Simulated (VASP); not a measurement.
# Al (Immm) in VASP: notebook, part 2 of 2

VASP 6.6.1.

### Step 4. Single point, PBE+D3(BJ) (strain -0.0200 x Voigt [0, 0, 0, 0, 0, 1])

The input, INCAR:

```
SYSTEM = Al
PREC = Accurate ; ENCUT = 520
EDIFF = 1E-6 ; ISMEAR = 0
SIGMA = 0.15 ; LREAL = .FALSE.
LASPH = .TRUE. ; NELM = 100
ALGO = Fast ; ISIF = 2
LWAVE = .FALSE. ; LCHARG = .FALSE.
GGA = PE ; IVDW = 12
NBANDS = 8
```

The input, KPOINTS:

```
regular mesh
0
G
  26 26 26
  0 0 0
```

The input, POSCAR:

```
Al
1.0
   -0.0199136283      1.9913628292      1.9913628292
    1.9913628292     -0.0199136283      1.9913628292
    1.9714492009      1.9714492009      0.0000000000
Al
1
Direct
    0.0000000000      0.0000000000      0.0000000000
```

Potentials or basis: VASP PAW PBE potentials, release 64 (Al).

On the command line:

```sh
$ cat potpaw_PBE.64/Al/POTCAR > POTCAR
$ mpirun -np 1 vasp_std > vasp.out
```

OUTCAR:

```text
SYSTEM = Al
   PREC = Accurate
   ENCUT = 520
   EDIFF = 1E-6
   ISMEAR = 0
   LREAL = .FALSE.
   LASPH = .TRUE.
   NELM = 100
   ISIF = 2
   GGA = PE
   IVDW = 12
 IVDW          = 12

 ion  position               nearest neighbor table
   1  0.000  0.000  0.000-

  LATTYP: Found a body centered orthorhombic cell.
 ALAT       =     2.7880501974
 B/A-ratio  =     1.0202020202
 C/A-ratio  =     1.4284985479

  Lattice vectors:

 A1 = (   0.0199136283,  -1.9913628292,  -1.9913628292)
 A2 = (  -0.0199136283,   1.9913628292,  -1.9913628292)
 A3 = (   1.9913628292,  -0.0199136283,   1.9913628292)

Analysis of symmetry for initial positions (statically):
=====================================================================
 Subroutine PRICEL returns:
 Original cell was already a primitive cell.

 Routine SETGRP: Setting up the symmetry group for a
 body centered orthorhombic supercell.

 Subroutine GETGRP returns: Found  8 space group operations
 (whereof  8 operations were pure point group operations)
 out of a pool of  8 trial point group operations.

[... 165 lines left out ...]
 cond. band min:       8.4809608599   @ k =  -0.1538   0.1923   0.4231
 fundamental gap:      0.0024869915
 Fermi energy:         8.4786439255

 k-point     1 :       0.0000    0.0000    0.0000
  band No.  band energies     occupation
      1      -2.9758      2.00000
      2      21.0087      0.00000
      3      21.3198      0.00000
      4      21.6602      0.00000
      5      22.8032      0.00000
      6      23.0986      0.00000
      7      23.5254      0.00000
      8      25.3220      0.00000
[... 243 lines left out ...]
 k-point    24 :       0.3846    0.0385    0.0000
  band No.  band energies     occupation
      1       0.8331      2.00000
      2       7.5673      2.00000
      3      19.1348      0.00000
      4      20.0291      0.00000
      5      20.6103      0.00000
      6      22.7104      0.00000
      7      23.7742      0.00000
      8      26.1219      0.00000

 [... further k-points ...]

------------------------ aborting loop because EDIFF is reached ----------------------------------------

 Edisp (eV)   -0.35203

 E8    (eV) :    -0.1575

  FORCE on cell =-STRESS in cart. coord.  units (eV):
  Direction    XX          YY          ZZ          XY          YZ          ZX
  --------------------------------------------------------------------------------------
  -------------------------------------------------------------------------------------
  Total       0.00362     0.00362    -0.00190     0.09951     0.00000     0.00000
  in kB       0.36704     0.36704    -0.19321    10.09530     0.00000     0.00000
  external pressure =        0.18 kB  Pullay stress =        0.00 kB

 VOLUME and BASIS-vectors are now :
 -----------------------------------------------------------------------------
  energy-cutoff  :      520.00
  volume of cell :       15.79
      direct lattice vectors                 reciprocal lattice vectors
    -0.019913628  1.991362829  1.991362829    -0.248598346  0.248598346  0.251084329
     1.991362829 -0.019913628  1.991362829     0.248598346 -0.248598346  0.251084329
     1.971449201  1.971449201  0.000000000     0.253620534  0.253620534 -0.251084329

 POSITION                                       TOTAL-FORCE (eV/Angst)
 -----------------------------------------------------------------------------------
      0.00000      0.00000      0.00000        -0.000000      0.000000      0.000000
 -----------------------------------------------------------------------------------
    total drift:                                0.000000     -0.000000      0.000000

  FREE ENERGIE OF THE ION-ELECTRON SYSTEM (eV)
  ---------------------------------------------------
  free  energy   TOTEN  =        -4.0925791513 eV

  energy  without entropy=       -4.0884558395  energy(sigma->0) =       -4.09051750
```

Wall time 2.8 min (1 thread of Intel Xeon 6975P-C, shared host); peak memory 0.38 GiB.

Results:

- Free energy: -4.0926 eV
- Pressure: 0.0 GPa
- Dispersion energy per atom: -0.352 eV

Levels at points of the mesh, in eV from the Fermi level:
```
           k point  band 1  band 2  band 3  band 4
(0.00, 0.00, 0.00)  -11.45   12.53   12.84   13.18
(0.50, 0.00, 0.00)   -4.84   -4.58   11.59   11.95
(0.50, 0.50, 0.00)   -3.04   -1.63    5.23    5.42
(0.00, 0.00, 0.50)   -4.73   -4.33   11.37   11.62
(0.50, 0.00, 0.50)   -3.04   -1.62    5.26    5.79
```

Caveat: the cell differs from its parent crystal (strain -0.0200 x Voigt [0, 0, 0, 0, 0, 1]); pairwise dispersion overbinds metals, which lowers pressure and volume.

### Step 5. Single point, PBE+D3(BJ) (strain +0.0100 x Voigt [0, 0, 0, 0, 0, 1])

The input, INCAR:

```
SYSTEM = Al
PREC = Accurate ; ENCUT = 520
EDIFF = 1E-7 ; ISMEAR = 0
SIGMA = 0.15 ; LREAL = .False.
LASPH = .True. ; NELM = 100
ALGO = Fast ; ISIF = 2
LWAVE = .False. ; LCHARG = .True.
GGA = PE ; IVDW = 12
LELF = .True. ; LVHAR = .True.
NBANDS = 8
```

The input, KPOINTS:

```
Automatic mesh
0
Gamma
  26 26 26
  0 0 0
```

The input, POSCAR:

```
Al
1.0
    0.0099568141      1.9913628292      1.9913628292
    1.9913628292      0.0099568141      1.9913628292
    2.0013196433      2.0013196433      0.0000000000
Al
1
Direct
    0.0000000000      0.0000000000      0.0000000000
```

On the command line:

```sh
$ cat potpaw_PBE.64/Al/POTCAR > POTCAR
$ mpirun -np 1 vasp_std > vasp.out
```

It took 3.5 min on 1 thread of Intel Xeon 6975P-C, shared host; peak memory 0.39 GiB.

It converged, with:

```
Free energy                : -4.0933 eV
Pressure                   : 0.0 GPa
Dispersion energy per atom : -0.352 eV
```

Stress tensor (GPa, compression positive):
```
-0.01 -0.52  0.00
-0.52 -0.01  0.00
 0.00  0.00 -0.02
```

Levels at points of the mesh, in eV from the Fermi level:
| k point | band 1 | band 2 | band 3 | band 4 | band 5 | band 6 |
| --- | --- | --- | --- | --- | --- | --- |
| (0.00, 0.00, 0.00) | -11.45 | 12.69 | 12.85 | 13.02 | 14.50 | 14.67 |
| (0.50, 0.00, 0.00) | -4.75 | -4.39 | 11.51 | 11.68 | 11.75 | 11.83 |
| (0.50, 0.50, 0.00) | -3.04 | -1.63 | 5.25 | 5.60 | 5.98 | 9.49 |
| (0.00, 0.00, 0.50) | -4.81 | -4.52 | 11.62 | 11.80 | 11.91 | 12.00 |
| (0.50, 0.00, 0.50) | -3.04 | -1.62 | 5.25 | 5.79 | 5.79 | 9.48 |

Caveat: the cell differs from its parent crystal (strain +0.0100 x Voigt [0, 0, 0, 0, 0, 1]); pairwise dispersion overbinds metals, which lowers pressure and volume.

### Step 6. Summary

| cell | further INCAR settings | gap on the mesh (eV) | pressure (GPa) |
| --- | --- | --- | --- |
| a = 2.816, b = 2.816, c = 2.760 Å, angles 60.7, 60.7, 61.3°, 1 atom | ALGO = Fast; EDIFF = 1e-06; NBANDS = 8 | none | 0.1 |
| a = 2.816, b = 2.816, c = 2.858 Å, angles 59.5, 59.5, 59.0°, 1 atom | ALGO = Fast; EDIFF = 1e-06; NBANDS = 8 | none | 0.1 |
| a = 2.816, b = 2.816, c = 2.788 Å, angles 60.3, 60.3, 60.7°, 1 atom | ALGO = Fast; EDIFF = 1e-06; NBANDS = 8 | none | 0.0 |
| a = 2.816, b = 2.816, c = 2.830 Å, angles 59.8, 59.8, 59.7°, 1 atom | ALGO = Fast; EDIFF = 1e-07; NBANDS = 8 | none | 0.0 |

Alike in all rows: task single point; level PBE+D3(BJ); potentials or basis VASP PAW PBE potentials, release 64 (Al); no spin polarisation; k mesh 26 × 26 × 26; cutoff (eV) 520; smearing gaussian 0.15 eV.

Caveats: pairwise dispersion overbinds metals, which lowers pressure and volume.

Total energies depend on the potentials used, so only differences within one code and one set of settings carry meaning.
